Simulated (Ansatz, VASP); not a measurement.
# YV in VASP and in Ansatz

```xyz
2
Lattice="3.6044 0.0000 0.0000 0.0000 3.6044 0.0000 0.0000 0.0000 3.6044" Properties=species:S:1:pos:R:3 pbc="T T T"
V     0.0000    0.0000    0.0000
Y     1.8022    1.8022    1.8022
```

Alike in both runs: task single point; functional PBE; k mesh 6 × 6 × 6; occupations gaussian, width 0.1 eV; collinear spin.

|  | VASP | Ansatz |
| --- | --- | --- |
| version | VASP 6.6.1 | Ansatz 0.2.0 |
| potentials or method | VASP PAW PBE potentials, release 64 (V_sv, Y_sv), cutoff 520 eV | scalar-relativistic, plane waves, PAW |
| valence electrons in the cell | 24 | 24 |

Ansatz gave:

| Property | Result |
| --- | --- |
| gap on the k mesh at the Fermi level (eV) | none |
| pressure (GPa) | 0.1 |
| net moment per atom (μB) | 1.72 |
| size of the moment on the site where the two differ most (μB) | 2.59 |

Which values does VASP return?

gap on the k mesh at the Fermi level (eV): none; pressure (GPa): 0.1; net moment per atom (μB): 1.72; size of the moment on the site where the two differ most (μB): 2.41.

Site moments also hang on the region over which each program counts them. A gap of «none» marks a metal or a gap that the smearing closes. The functional is the same, so the differences come from potentials, cutoffs and numerics.
